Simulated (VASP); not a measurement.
# BP (zincblende type) (F-43m) in VASP: further runs, part 2 of 2

VASP 6.6.1. The steps go on from the part before.

**3. Density of states, LDA (volume scaled by 0.55)**

POSCAR reads:

```
BP
1.0
    0.0000000000      1.8394100818      1.8394100818
    1.8394100818      0.0000000000      1.8394100818
    1.8394100818      1.8394100818      0.0000000000
B P
1 1
Direct
    0.0000000000      0.0000000000      0.0000000000
    0.2500000000      0.2500000000      0.2500000000
```

INCAR.step1 reads:

```
SYSTEM = BP
  PREC = Accurate
  ENCUT = 420
  EDIFF = 1E-6
  ISMEAR = -1
  SIGMA = 0.08
  LREAL = .FALSE.
  LASPH = .TRUE.
  NELM = 120
  ALGO = Normal
  ISIF = 2
  LWAVE = .FALSE.
  LCHARG = .TRUE.
  GGA = CA
  NBANDS = 11
  GGA_COMPAT = .FALSE.
  NEDOS = 2001
  LORBIT = 11
```

KPOINTS.step1 reads:

```
regular mesh
0
G
  15 15 15
  0 0 0
```

INCAR.step2 reads:

```
SYSTEM = BP
  PREC = Accurate
  ENCUT = 420
  EDIFF = 1E-6
  ISMEAR = -5
  SIGMA = 0.08
  LREAL = .FALSE.
  LASPH = .TRUE.
  NELM = 120
  ALGO = Normal
  ISIF = 2
  LWAVE = .FALSE.
  LCHARG = .FALSE.
  GGA = CA
  LORBIT = 10
  NEDOS = 2001
  ICHARG = 11
  GGA_COMPAT = .FALSE.
```

KPOINTS.step2 reads:

```
regular mesh
0
G
  23 23 23
  0 0 0
```

Potentials or basis: VASP PAW LDA potentials, release 64 (B, P).

Started as:

```bash
cat potpaw_LDA.64/B/POTCAR potpaw_LDA.64/P/POTCAR > POTCAR
cp INCAR.step1 INCAR
cp KPOINTS.step1 KPOINTS
mpirun -np 1 vasp_std > vasp.out
cp INCAR.step2 INCAR
cp KPOINTS.step2 KPOINTS
mpirun -np 1 vasp_std > vasp.out
```

OUTCAR:

```text
SYSTEM = BP
   PREC = Accurate
   ENCUT = 420
   EDIFF = 1E-6
   ISMEAR = -5
   LREAL = .FALSE.
   LASPH = .TRUE.
   NELM = 120
   ISIF = 2
   GGA = CA
   LORBIT = 10
   ICHARG = 11

 ion  position               nearest neighbor table
   1  0.000  0.000  0.000-   2 1.59   2 1.59   2 1.59   2 1.59
   2  0.250  0.250  0.250-   1 1.59   1 1.59   1 1.59   1 1.59

  LATTYP: Found a face centered cubic cell.
 ALAT       =     3.6788201636

  Lattice vectors:

 A1 = (   0.0000000000,   1.8394100818,   1.8394100818)
 A2 = (   1.8394100818,   0.0000000000,   1.8394100818)
 A3 = (   1.8394100818,   1.8394100818,   0.0000000000)

Analysis of symmetry for initial positions (statically):
=====================================================================
 Subroutine PRICEL returns:
 Original cell was already a primitive cell.

 Routine SETGRP: Setting up the symmetry group for a
 face centered cubic supercell.

 Subroutine GETGRP returns: Found 24 space group operations
 (whereof 24 operations were pure point group operations)
 out of a pool of 48 trial point group operations.

The static configuration has the point symmetry T_d .

Analysis of symmetry for dynamics (positions and initial velocities):
=====================================================================
 Subroutine PRICEL returns:
 Original cell was already a primitive cell.

 Routine SETGRP: Setting up the symmetry group for a
 face centered cubic supercell.

 Subroutine GETGRP returns: Found 24 space group operations
 (whereof 24 operations were pure point group operations)
 out of a pool of 48 trial point group operations.

The dynamic configuration has the point symmetry T_d .

 Subroutine INISYM returns: Found 24 space group operations
 (whereof 24 operations are pure point group operations),
 and found     1 'primitive' translations

----------------------------------------------------------------------------------------

                                     Primitive cell

  volume of cell :      12.4470

  direct lattice vectors                    reciprocal lattice vectors
     0.000000000  1.839410082  1.839410082    -0.271826280  0.271826280  0.271826280
     1.839410082  0.000000000  1.839410082     0.271826280 -0.271826280  0.271826280
     1.839410082  1.839410082  0.000000000     0.271826280  0.271826280 -0.271826280

  length of vectors
     2.601318684  2.601318684  2.601318684     0.470816928  0.470816928  0.470816928

  position of ions in fractional coordinates (direct lattice)
     0.000000000  0.000000000  0.000000000
     0.250000000  0.250000000  0.250000000

  ion indices of the primitive-cell ions
   primitive index   ion index
                 1           1
                 2           2

----------------------------------------------------------------------------------------

 KPOINTS: regular mesh

Automatic generation of k-mesh.
 Grid dimensions read from file:
 generate k-points for:   23   23   23

 Generating k-lattice:

  Cartesian coordinates                     Fractional coordinates (reciprocal lattice)
    -0.011818534  0.011818534  0.011818534     0.043478261  0.000000000  0.000000000
     0.011818534 -0.011818534  0.011818534     0.000000000  0.043478261  0.000000000
     0.011818534  0.011818534 -0.011818534     0.000000000  0.000000000  0.043478261

  Length of vectors
     0.020470301  0.020470301  0.020470301

  Shift w.r.t. Gamma in fractional coordinates (k-lattice)
     0.000000000  0.000000000  0.000000000

 TETIRR: Found   1662 inequivalent tetrahedra from    73002

 Subroutine IBZKPT returns following result:
 ===========================================

 Found    364 irreducible k-points:

 Following reciprocal coordinates:
            Coordinates               Weight
  0.000000  0.000000  0.000000      1.000000
  0.043478  0.000000  0.000000      8.000000
  0.086957  0.000000  0.000000      8.000000
  0.130435  0.000000  0.000000      8.000000
  0.173913  0.000000  0.000000      8.000000
  0.217391  0.000000  0.000000      8.000000
[... 16 lines left out ...]
  0.478261  0.043478  0.000000     24.000000
 -0.478261  0.043478  0.000000     24.000000
 [... further k-points ...]
   k-points           NKPTS =    364   k-points in BZ     NKDIM =    364   number of bands    NBANDS=      8
   number of dos      NEDOS =   2001   number of ions     NIONS =      2
   total plane-waves  NPLWV =   5832
   dimension x,y,z NGX =    18 NGY =   18 NGZ =   18
   dimension x,y,z NGXF=    36 NGYF=   36 NGZF=   36
   ions per type =               1   1
   NGX,Y,Z   is equivalent  to a cutoff of  11.50, 11.50, 11.50 a.u.
   NGXF,Y,Z  is equivalent  to a cutoff of  23.01, 23.01, 23.01 a.u.
 SYSTEM =  BP
   PREC   = accura    normal or accurate (medium, high low for compatibility)
   ISTART =      0    job   : 0-new  1-cont  2-samecut
   ICHARG =     11    charge: 1-file 2-atom 10-const
   ISPIN  =      1    spin polarized calculation?
   LNONCOLLINEAR =      F non collinear calculations
   LSORBIT =      F    spin-orbit coupling
   LASPH  =      T    aspherical Exc in radial PAW
   ENCUT  =  420.0 eV  30.87 Ry    5.56 a.u.   4.35  4.35  4.35*2*pi/ulx,y,z
   NELM   =    120;   NELMIN=  2; NELMDL=  0     # of ELM steps
   EDIFF  = 0.1E-05   stopping-criterion for ELM
   LREAL  =      F    real-space projection
   EDIFFG = 0.1E-04   stopping-criterion for IOM
   NSW    =      0    number of steps for IOM
   IBRION =     -1    ionic relax: 0-MD 1-quasi-New 2-CG
   NFREE  =      0    steps in history (QN), initial steepest desc. (CG)
   ISIF   =      2    stress and relaxation
   ISYM   =      2    0-nonsym 1-usesym 2-fastsym
   POTIM  = 0.5000    time-step for ionic-motion
   TEBEG  =    0.0;   TEEND  =   0.0 temperature during run
   PSTRESS=    0.0 pullay stress
   NELECT =       8.0000    total number of electrons
   NUPDOWN=      -1.0000    fix difference up-down
   EMIN   =  10.00;   EMAX   =-10.00  energy-range for DOS
   EFERMI =   0.00;   METHOD = LEGACY
   ISMEAR =    -5;   SIGMA  =   0.08  broadening in eV -4-tet -1-fermi 0-gaus
   EFERMI_NEDOS =   21; number of points for ismear=-14 and -15
   IALGO  =     38    algorithm
   IMIX   =      4    mixing-type and parameters
     AMIX     =   0.40;   BMIX     =  1.00
     AMIX_MAG =   1.60;   BMIX_MAG =  1.00
  volume/ion in A,a.u.               =       6.22        42.00
  Fermi-wavevector in a.u.,A,eV,Ry     =   1.412807  2.669819 27.157562  1.996024
  Thomas-Fermi vector in A             =   2.534518
   LORBIT       =     10    0 simple, 1 ext, 2 COOP (PROOUT), +10 PAW based schemes
   GGA     = CA    functional components
   LHFCALC =     F    Hartree Fock is set to
   AEXX    =    0.0000 exact exchange contribution
   IVDW    =     0    specifies the selected vdW correction
   LEPSILON=     F    determine dielectric tensor
   LRPA    =     F    only Hartree local field effects (RPA)
 non-spin polarized calculation
 Fermi weights with tetrahedron method with Bloechl corrections
  energy-cutoff  :      420.00
  volume of cell :       12.45
 maximum number of plane-waves:       259
 NGX is ok and might be reduce to    18

 number of electron       7.9999999 magnetization

 Free energy of the ion-electron system (eV)
  ---------------------------------------------------
  ext. energy  EPLUGINS =         0.00000000
  ---------------------------------------------------
  free energy    TOTEN  =        -8.24817310 eV

  energy without entropy =       -8.24817310  energy(sigma->0) =       -8.24817310

 E-fermi :  16.4630     XC(G=0): -13.8994

 val. band max:       16.4554025615   @ k =  -0.0435   0.0435   0.0000
 cond. band min:      16.5765984917   @ k =   0.4783   0.4783   0.0000
 fundamental gap:      0.1211959302
 Fermi energy:        16.4630374031

 k-point     1 :       0.0000    0.0000    0.0000
  band No.  band energies     occupation
      1      -5.2651      2.00000
      2      16.4535      2.00000
      3      16.4535      2.00000
      4      16.4535      2.00000
      5      22.3565      0.00000
      6      22.3565      0.00000
      7      22.3565      0.00000
      8      31.3578      0.00000
[... 243 lines left out ...]
 k-point    24 :      -0.4783    0.0435    0.0000
  band No.  band energies     occupation
      1       1.0062      2.00000
      2       2.5042      2.00000
      3      14.1070      2.00000
      4      14.2782      2.00000
      5      21.7431      0.00000
      6      22.1554      0.00000
      7      25.3076      0.00000
      8      29.5305      0.00000

 [... further k-points ...]
[... 5 lines left out ...]
  --------------------------------------------------------------------------------------
  -------------------------------------------------------------------------------------
  Total       23.7668296     23.7668296     23.7668296      0.0000000     -0.0000000      0.0000000
  in kB     3059.2583383   3059.2583383   3059.2583383      0.0000000     -0.0000000      0.0000000
  external PRESSURE =    3059.2583383 kB  Pullay stress =       0.0000000 kB

 VOLUME and BASIS-vectors are now :
 -----------------------------------------------------------------------------
  energy-cutoff  :      420.00
  volume of cell :       12.45
      direct lattice vectors                 reciprocal lattice vectors
     0.000000000  1.839410082  1.839410082    -0.271826280  0.271826280  0.271826280
     1.839410082  0.000000000  1.839410082     0.271826280 -0.271826280  0.271826280
     1.839410082  1.839410082  0.000000000     0.271826280  0.271826280 -0.271826280

 POSITION                                       TOTAL-FORCE (eV/Angst)
 -----------------------------------------------------------------------------------
      0.00000      0.00000      0.00000        -0.000000     -0.000000     -0.000000
      0.91971      0.91971      0.91971         0.000000      0.000000      0.000000
 -----------------------------------------------------------------------------------
    total drift:                               -0.000000     -0.000000     -0.000000

  FREE ENERGIE OF THE ION-ELECTRON SYSTEM (eV)
  ---------------------------------------------------
  free  energy   TOTEN  =        -8.2481731000 eV

  energy  without entropy=       -8.2481731000  energy(sigma->0) =       -8.24817310

 total charge

# of ion       s       p       d       tot
------------------------------------------
    1        0.927   2.349   0.000   3.276
    2        1.067   2.076   0.000   3.144
--------------------------------------------------
tot          1.994   4.425   0.000   6.419
```

It took 16 s on 1 thread of AMD EPYC 9R45 (Zen 5), shared host; peak memory 0.1 GiB.

Results:

* Valence electrons inside the program's atomic spheres: B 3.28; P 3.14
